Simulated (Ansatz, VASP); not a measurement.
**Two plane-wave programs on AlNi**

```
Al Ni
1.0
     2.89366    0.00000    0.00000
     0.00000    2.89366    0.00000
     0.00000    0.00000    2.89366
Al Ni
1 1
Cartesian
  1.4468 1.4468 1.4468
  0.0000 0.0000 0.0000
```

Alike in both runs: functional PBE; k mesh 6 × 6 × 6; occupations gaussian, width 0.1 eV; no spin polarisation.

Ansatz relaxed the structure, and its values are those at the end. VASP's run is a single point on that final structure, the one shown.

|  | VASP | Ansatz |
| --- | --- | --- |
| version | VASP 6.6.1 | Ansatz 0.2.0 |
| potentials or method | VASP PAW PBE potentials, release 64 (Al, Ni), cutoff 520 eV | scalar-relativistic, plane waves, PAW |
| valence electrons in the cell | 13 | 21 |

|  | VASP | Ansatz | Ansatz less VASP |
| --- | --- | --- | --- |
| gap on the k mesh at the Fermi level (eV) | none | none | - |
| pressure (GPa) | 0.2 | 0.2 | +0.01 |

A gap of «none» marks a metal or a gap that the smearing closes. VASP's potentials hold 13 valence electrons a cell and Ansatz's 21, so a difference there can come from the potentials and not from the codes.

The k mesh is coarse, so the values compare programs but aren't converged.
